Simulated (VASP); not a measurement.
# Ta (I4/mmm) in VASP: further runs

Ta is run at these levels: PBEsol; tasks: single point.

All numbers are computed with VASP 6.6.1; they aren't measurements. Logs are shortened: lines on timing, memory, paths and dates and some standing lists are left out, and cuts for length are marked.

### 1 The cell of the first run

It takes space group I4/mmm (No. 139, tetragonal). Conventional cell: a = 3.170 Å, b = 3.170 Å, c = 3.567 Å, α = 90.00°, β = 90.00°, γ = 90.00°. Within 3.8 Å of Ta (site symmetry 4/mmm) lie 14 Ta at 2.86 to 3.57 Å.

### 2 Single point, PBEsol (strain -0.040 along x and y, +0.080 along z)

INCAR

```
SYSTEM = Ta
ALGO = Normal
EDIFF = 1E-6
ENCUT = 520
GGA = PS
ISIF = 2
ISMEAR = 0
LASPH = .TRUE.
LCHARG = .FALSE.
LREAL = .FALSE.
LWAVE = .FALSE.
NBANDS = 12
NELM = 80
PREC = Accurate
SIGMA = 0.15
```

KPOINTS

```
k-points
0
G
  20 20 20
  0 0 0
```

POSCAR

```
Ta
1.0
   -1.5852288000      1.5852288000      1.7833824000
    1.5852288000     -1.5852288000      1.7833824000
    1.5852288000      1.5852288000     -1.7833824000
Ta
1
Direct
    0.0000000000      0.0000000000      0.0000000000
```

Potentials or basis: VASP PAW PBE potentials, release 64 (Ta_pv).

Started as:

```console
$ cat potpaw_PBE.64/Ta_pv/POTCAR > POTCAR
$ mpirun -np 1 vasp_std > vasp.out
```

OUTCAR:

```text
SYSTEM = Ta
   EDIFF = 1E-6
   ENCUT = 520
   GGA = PS
   ISIF = 2
   ISMEAR = 0
   LASPH = .TRUE.
   LREAL = .FALSE.
   NELM = 80
   PREC = Accurate

 ion  position               nearest neighbor table
   1  0.000  0.000  0.000-

  LATTYP: Found a body centered tetragonal cell.
 ALAT       =     3.1704576000
 C/A-ratio  =     1.1250000000

  Lattice vectors:

 A1 = (  -1.5852288000,   1.5852288000,   1.7833824000)
 A2 = (   1.5852288000,  -1.5852288000,   1.7833824000)
 A3 = (   1.5852288000,   1.5852288000,  -1.7833824000)

Analysis of symmetry for initial positions (statically):
=====================================================================
 Subroutine PRICEL returns:
 Original cell was already a primitive cell.

 Routine SETGRP: Setting up the symmetry group for a
 body centered tetragonal supercell.

 Subroutine GETGRP returns: Found 16 space group operations
 (whereof 16 operations were pure point group operations)
 out of a pool of 16 trial point group operations.

The static configuration has the point symmetry D_4h.

Analysis of symmetry for dynamics (positions and initial velocities):
=====================================================================
 Subroutine PRICEL returns:
 Original cell was already a primitive cell.

 Routine SETGRP: Setting up the symmetry group for a
 body centered tetragonal supercell.

 Subroutine GETGRP returns: Found 16 space group operations
 (whereof 16 operations were pure point group operations)
 out of a pool of 16 trial point group operations.

The dynamic configuration has the point symmetry D_4h.

 Subroutine INISYM returns: Found 16 space group operations
 (whereof 16 operations are pure point group operations),
 and found     1 'primitive' translations

----------------------------------------------------------------------------------------

                                     Primitive cell

  volume of cell :      17.9262

  direct lattice vectors                    reciprocal lattice vectors
    -1.585228800  1.585228800  1.783382400     0.000000000  0.315411882  0.280366118
     1.585228800 -1.585228800  1.783382400     0.315411882  0.000000000  0.280366118
     1.585228800  1.585228800 -1.783382400     0.315411882  0.315411882  0.000000000

  length of vectors
     2.864673364  2.864673364  2.864673364     0.422006890  0.422006890  0.446059762

  position of ions in fractional coordinates (direct lattice)
     0.000000000  0.000000000  0.000000000

  ion indices of the primitive-cell ions
   primitive index   ion index
                 1           1

----------------------------------------------------------------------------------------

 KPOINTS: k-points

Automatic generation of k-mesh.
 Grid dimensions read from file:
 generate k-points for:   20   20   20

 Generating k-lattice:

  Cartesian coordinates                     Fractional coordinates (reciprocal lattice)
     0.000000000  0.015770594  0.014018306     0.050000000  0.000000000 -0.000000000
     0.015770594  0.000000000  0.014018306     0.000000000  0.050000000 -0.000000000
     0.015770594  0.015770594  0.000000000     0.000000000  0.000000000  0.050000000

  Length of vectors
     0.021100345  0.021100345  0.022302988

  Shift w.r.t. Gamma in fractional coordinates (k-lattice)
     0.000000000  0.000000000  0.000000000

 Subroutine IBZKPT returns following result:
 ===========================================

 Found    641 irreducible k-points:

 Following reciprocal coordinates:
            Coordinates               Weight
  0.000000  0.000000  0.000000      1.000000
  0.050000 -0.000000  0.000000      8.000000
  0.100000 -0.000000  0.000000      8.000000
  0.150000 -0.000000  0.000000      8.000000
  0.200000 -0.000000  0.000000      8.000000
  0.250000  0.000000 -0.000000      8.000000
[... 16 lines left out ...]
 -0.400000  0.050000 -0.000000     16.000000
 -0.350000  0.050000  0.000000     16.000000
 [... further k-points ...]
   k-points           NKPTS =    641   k-points in BZ     NKDIM =    641   number of bands    NBANDS=     12
   number of dos      NEDOS =    301   number of ions     NIONS =      1
   total plane-waves  NPLWV =  13824
   dimension x,y,z NGX =    24 NGY =   24 NGZ =   24
   dimension x,y,z NGXF=    48 NGYF=   48 NGZF=   48
   ions per type =               1
   NGX,Y,Z   is equivalent  to a cutoff of  13.93, 13.93, 13.93 a.u.
   NGXF,Y,Z  is equivalent  to a cutoff of  27.86, 27.86, 27.86 a.u.
 SYSTEM =  Ta
   PREC   = accura    normal or accurate (medium, high low for compatibility)
   ISTART =      0    job   : 0-new  1-cont  2-samecut
   ICHARG =      2    charge: 1-file 2-atom 10-const
   ISPIN  =      1    spin polarized calculation?
   LNONCOLLINEAR =      F non collinear calculations
   LSORBIT =      F    spin-orbit coupling
   LASPH  =      T    aspherical Exc in radial PAW
   ENCUT  =  520.0 eV  38.22 Ry    6.18 a.u.   5.33  5.33  5.33*2*pi/ulx,y,z
   NELM   =     80;   NELMIN=  2; NELMDL= -5     # of ELM steps
   EDIFF  = 0.1E-05   stopping-criterion for ELM
   LREAL  =      F    real-space projection
   EDIFFG = 0.1E-04   stopping-criterion for IOM
   NSW    =      0    number of steps for IOM
   IBRION =     -1    ionic relax: 0-MD 1-quasi-New 2-CG
   NFREE  =      0    steps in history (QN), initial steepest desc. (CG)
   ISIF   =      2    stress and relaxation
   ISYM   =      2    0-nonsym 1-usesym 2-fastsym
   POTIM  = 0.5000    time-step for ionic-motion
   TEBEG  =    0.0;   TEEND  =   0.0 temperature during run
   PSTRESS=    0.0 pullay stress
   NELECT =      11.0000    total number of electrons
   NUPDOWN=      -1.0000    fix difference up-down
   EMIN   =  10.00;   EMAX   =-10.00  energy-range for DOS
   EFERMI =   0.00;   METHOD = LEGACY
   ISMEAR =     0;   SIGMA  =   0.15  broadening in eV -4-tet -1-fermi 0-gaus
   EFERMI_NEDOS =   21; number of points for ismear=-14 and -15
   IALGO  =     38    algorithm
   IMIX   =      4    mixing-type and parameters
     AMIX     =   0.40;   BMIX     =  1.00
     AMIX_MAG =   1.60;   BMIX_MAG =  1.00
  volume/ion in A,a.u.               =      17.93       120.97
  Fermi-wavevector in a.u.,A,eV,Ry     =   1.391157  2.628906 26.331612  1.935319
  Thomas-Fermi vector in A             =   2.515023
   LORBIT       =      0    0 simple, 1 ext, 2 COOP (PROOUT), +10 PAW based schemes
   GGA     = PS    functional components
   LHFCALC =     F    Hartree Fock is set to
   AEXX    =    0.0000 exact exchange contribution
   IVDW    =     0    specifies the selected vdW correction
   LEPSILON=     F    determine dielectric tensor
   LRPA    =     F    only Hartree local field effects (RPA)
 non-spin polarized calculation
 Gauss-broadening in eV      SIGMA  =   0.15
  energy-cutoff  :      520.00
  volume of cell :       17.93
 maximum number of plane-waves:       496
 NGX is ok and might be reduce to    24
   NGX = 11   NGY = 11   NGZ = 11

 number of electron      10.9999999 magnetization

 Free energy of the ion-electron system (eV)
  ---------------------------------------------------
  ext. energy  EPLUGINS =         0.00000000
  ---------------------------------------------------
  free energy    TOTEN  =       -12.50136753 eV

  energy without entropy =      -12.48675164  energy(sigma->0) =      -12.49405959

 E-fermi :   5.4273     XC(G=0): -12.7515

 val. band max:        5.4263006506   @ k =   0.1500   0.1500   0.0000
 cond. band min:       5.4275360097   @ k =  -0.2500   0.0500   0.0000
 fundamental gap:      0.0012353592
 Fermi energy:         5.4272718580

 k-point     1 :       0.0000    0.0000    0.0000
  band No.  band energies     occupation
      1     -27.6511      2.00000
      2     -27.6382      2.00000
      3     -27.6382      2.00000
      4      -2.5883      2.00000
      5       5.7638      0.00151
      6       5.7638      0.00151
      7       7.1372      0.00000
      8       8.2919      0.00000
      9      10.1201      0.00000
     10      19.2526      0.00000
     11      20.0398      0.00000
     12      21.2528      0.00000

 k-point     2 :       0.0500   -0.0000    0.0000
  band No.  band energies     occupation
      1     -27.6777      2.00000
      2     -27.6466      2.00000
      3     -27.6441      2.00000
      4      -2.4786      2.00000
      5       5.7495      0.00238
      6       5.7975      0.00048
      7       7.1387      0.00000
      8       8.2311      0.00000
      9      10.0589      0.00000
     10      19.4750      0.00000
     11      20.0394      0.00000
     12      21.3761      0.00000

 k-point     3 :       0.1000   -0.0000    0.0000
  band No.  band energies     occupation
      1     -27.7695      2.00000
      2     -27.6707      2.00000
      3     -27.6456      2.00000
      4      -2.1590      2.00000
      5       5.6862      0.01464
      6       5.8391      0.00010
      7       7.2140      0.00000
      8       8.0974      0.00000
      9       9.9137      0.00000
     10      20.0345      0.00000
     11      20.0412      0.00000
     12      21.6628      0.00000
[... 286 lines left out ...]
 k-point    23 :      -0.4000    0.0500   -0.0000
  band No.  band energies     occupation
      1     -28.6891      2.00000
      2     -27.9294      2.00000
      3     -27.6688      2.00000
      4       0.8755      2.00000
      5       4.6066      2.00000
      6       5.5589      0.21455
      7       8.1882      0.00000
      8      10.4087      0.00000
      9      11.4427      0.00000
     10      17.8864      0.00000
     11      18.9658      0.00000
     12      20.0649      0.00000

 k-point    24 :      -0.3500    0.0500    0.0000
  band No.  band energies     occupation
      1     -28.5493      2.00000
      2     -27.8862      2.00000
      3     -27.6691      2.00000
      4       0.5828      2.00000
      5       4.8241      2.00000
      6       5.1450      1.99222
      7       8.1438      0.00000
      8      10.1077      0.00000
      9      10.4622      0.00000
     10      18.6986      0.00000
     11      19.9662      0.00000
     12      20.2722      0.00000

 [... further k-points ...]

------------------------ aborting loop because EDIFF is reached ----------------------------------------

  FORCE on cell =-STRESS in cart. coord.  units (eV):
  Direction    XX          YY          ZZ          XY          YZ          ZX
  --------------------------------------------------------------------------------------
  -------------------------------------------------------------------------------------
  Total        0.2513424      0.2513424     -1.0614848      0.0000000      0.0000000      0.0000000
  in kB       22.4640481     22.4640481    -94.8715522      0.0000000      0.0000000      0.0000000
  external PRESSURE =     -16.6478187 kB  Pullay stress =       0.0000000 kB

 VOLUME and BASIS-vectors are now :
 -----------------------------------------------------------------------------
  energy-cutoff  :      520.00
  volume of cell :       17.93
      direct lattice vectors                 reciprocal lattice vectors
    -1.585228800  1.585228800  1.783382400     0.000000000  0.315411882  0.280366118
     1.585228800 -1.585228800  1.783382400     0.315411882  0.000000000  0.280366118
     1.585228800  1.585228800 -1.783382400     0.315411882  0.315411882  0.000000000

 POSITION                                       TOTAL-FORCE (eV/Angst)
 -----------------------------------------------------------------------------------
      0.00000      0.00000      0.00000         0.000000      0.000000     -0.000000
 -----------------------------------------------------------------------------------
    total drift:                                0.000000      0.000000      0.000000

  FREE ENERGIE OF THE ION-ELECTRON SYSTEM (eV)
  ---------------------------------------------------
  free  energy   TOTEN  =       -12.5013675313 eV

  energy  without entropy=      -12.4867516398  energy(sigma->0) =      -12.49405959
```

Wall time 2 min (1 thread of AMD EPYC 7R13, shared host); peak memory 0.25 GiB.

Results:

| Item | Value |
| --- | --- |
| Free energy | -12.5014 eV |
| Pressure | -1.7 GPa |
| Band gap on the k mesh | zero (an odd number of electrons rules out a gap without spin polarisation) |

Stress tensor (GPa, compression positive):
```
 2.25  0.00  0.00
 0.00  2.25  0.00
 0.00  0.00 -9.49
```

Caveat: the cell differs from its parent crystal (strain -0.040 along x and y, +0.080 along z); the stress differs along the axes, from -9 to 2 GPa; the PAW data sets were made with another functional, which shifts forces and pressure a little; spin-orbit coupling is left out, which moves the levels of the heavy elements.

[end of part 1 of 2]
